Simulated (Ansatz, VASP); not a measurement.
## Two plane-wave programs on Ba

The input INCAR:

```
SYSTEM = Ba
ALGO = Fast
EDIFF = 1E-7
ENCUT = 520
ISIF = 2
ISMEAR = 0
LASPH = .TRUE.
LCHARG = .FALSE.
LREAL = .FALSE.
LWAVE = .FALSE.
NBANDS = 11
NELM = 100
PREC = Accurate
SIGMA = 0.15
```

The input KPOINTS:

```
k-points
0
G
  14 14 14
  0 0 0
```

Contents of POSCAR:

```
Ba
1.0
   -2.3000000000      2.3000000000      2.7000000000
    2.3000000000     -2.3000000000      2.7000000000
    2.3000000000      2.3000000000     -2.7000000000
Ba
1
Direct
    0.0000000000      0.0000000000      0.0000000000
```

Input for Ansatz:

```yaml
crystal:
  lattice:
    - [-2.3, 2.3, 2.7]
    - [2.3, -2.3, 2.7]
    - [2.3, 2.3, -2.7]
  atoms:
    - { symbol: Ba, position: [0.0, 0.0, 0.0] }
basis:
  ecutwfc: 420
kpoints:
  mp_grid: { grid: [14, 14, 14] }
hamiltonian:
  xc: lda
scf:
  occupations: { method: gaussian, width: 0.15 }
output:
  forces: true
  stress: true
  eigenvalues: true
```

Change from the starting cell: strain -0.080 along x and y, +0.080 along z, atoms carried along.

Alike in both runs: task single point; functional LDA; k mesh 14 × 14 × 14; occupations gaussian, width 0.15 eV; no spin polarisation.

```csv
,VASP,Ansatz
version,VASP 6.6.1,Ansatz 0.2.0
potentials or method,"VASP PAW LDA potentials, release 64 (Ba_sv), cutoff 520 eV","scalar-relativistic, plane waves, PAW"
valence electrons in the cell,10,10
```

```csv
,VASP,Ansatz,Ansatz less VASP
gap on the k mesh at the Fermi level (eV),none,none,-
pressure (GPa),-0.5,-0.5,-0.06
"traceless stress, the component that is largest in VASP (GPa)",-0.21,-0.21,-0.003
```

LDA's correlation is that of Perdew and Zunger in VASP and of Perdew and Wang (1992) in Ansatz. A gap of «none» marks a metal or a gap that the smearing closes.

Neither program's run includes spin-orbit coupling.
